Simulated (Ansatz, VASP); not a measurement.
# Te2Mo: VASP beside Ansatz

```
Te Mo
1.0
     3.55666    0.00000    0.00000
    -1.77833    3.08016    0.00000
     0.00000    0.00000   15.33161
Te Mo
4 2
Direct
  0.33333 0.66667 0.63207
  0.66667 0.33333 0.13207
  0.66667 0.33333 0.36793
  0.33333 0.66667 0.86793
  0.33333 0.66667 0.25000
  0.66667 0.33333 0.75000
```

Alike in both runs: functional PBE; k mesh 12 × 12 × 2; occupations gaussian, width 0.02 eV; no spin polarisation.

Ansatz relaxed the structure, and its values are those at the end. VASP's run is a single point on that final structure, the one shown.

|  | VASP | Ansatz |
| --- | --- | --- |
| version | VASP 6.6.1 | Ansatz 0.2.0 |
| potentials or method | VASP PAW PBE potentials, release 64 (Te, Mo_sv), cutoff 520 eV | scalar-relativistic, plane waves, PAW |
| valence electrons in the cell | 52 | 92 |

|  | VASP | Ansatz | Ansatz less VASP |
| --- | --- | --- | --- |
| gap on the k mesh at the Fermi level (eV) | 1.02 | 1.02 | -0.004 |
| least direct gap on the mesh (eV) | 1.03 | 1.03 | +0.001 |
| pressure (GPa) | 0.0 | 0.0 | -0.01 |
| rms of the force components (eV/Å) | 0.006 | 0.000 | -0.0058 |

With one functional, cell and mesh, what is left measures potentials, basis and numerics. VASP's potentials hold 52 valence electrons a cell and Ansatz's 92, so a difference there can come from the potentials and not from the codes.

Spin-orbit coupling is off throughout.
